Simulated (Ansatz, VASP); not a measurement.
# Two plane-wave programs on Ga2PN

Contents of INCAR:

```
PREC = Accurate
ENCUT = 520
EDIFF = 1E-7
ISMEAR = -1
SIGMA = 0.02
LREAL = F
LASPH = T
NELM = 150
ALGO = Normal
ISIF = 2
LWAVE = F
LCHARG = T
MAGMOM = 0 0 0 0 0 0 0 0 0 0 0 0
LORBIT = 11
LSORBIT = T
GGA_COMPAT = F
LORBMOM = T
GGA = PE
LVHAR = T
NBANDS = 50
```

The input KPOINTS:

```
regular mesh
0
Gamma
  8 8 6
```

POSCAR

```
Ga2PN
1.0
    3.5309103143      0.0000000000      0.0000000000
    0.0000000000      3.5309103143      0.0000000000
    0.0000000000      0.0000000000      4.9571255199
N Ga P
1 2 1
Direct
    0.0000000000      0.0000000000      0.0000000000
    0.0000000000      0.5000000000      0.7927838356
    0.5000000000      0.0000000000      0.2072161644
    0.5000000000      0.5000000000      0.5000000000
```

Input for Ansatz:

```yaml
crystal:
  lattice:
    - [3.5309103143, 0.0, 0.0]
    - [0.0, 3.5309103143, 0.0]
    - [0.0, 0.0, 4.9571255199]
  atoms:
    - { symbol: "N", position: [0.0, 0.0, 0.0] }
    - { symbol: Ga, position: [0.0, 0.5, 0.7927838356] }
    - { symbol: P, position: [0.5, 0.5, 0.5] }
    - { symbol: Ga, position: [0.5, 0.0, 0.2072161644] }
kpoints:
  mp_grid: { grid: [8, 8, 6] }
  band_path:
    path:
      - [0.0, 0.0, 0.0]
      - [0.0, 0.5, 0.0]
      - [0.5, 0.5, 0.0]
      - [0.0, 0.0, 0.5]
      - [0.0, 0.5, 0.5]
      - [0.5, 0.5, 0.5]
      - [0.0, 0.0, 0.05]
    npoints: 1
hamiltonian:
  xc: pbe
scf:
  occupations: { method: fermi_dirac, width: 0.02 }
  n_extra_bands: 10
magnetization:
  noncollinear: true
  spin_orbit: true
output:
  forces: true
  stress: true
  eigenvalues: true
```

Alike in both runs: task single point; functional PBE; k mesh 8 × 8 × 6; occupations fermi-dirac, width 0.02 eV; non-collinear spin, spin-orbit coupling.

|  | VASP | Ansatz |
| --- | --- | --- |
| version | VASP 6.6.1 | Ansatz 0.2.0 |
| potentials or method | VASP PAW PBE potentials, release 64 (N, Ga_d, P) | plane waves, PAW |
| plane-wave cutoff (eV) | 520 | 420 |
| valence electrons in the cell | 36 | 36 |

```csv
,VASP,Ansatz,Ansatz less VASP
pressure (GPa),3.8,3.7,-0.03
rms of the force components (eV/Å),0.015,0.000,-0.0146
```
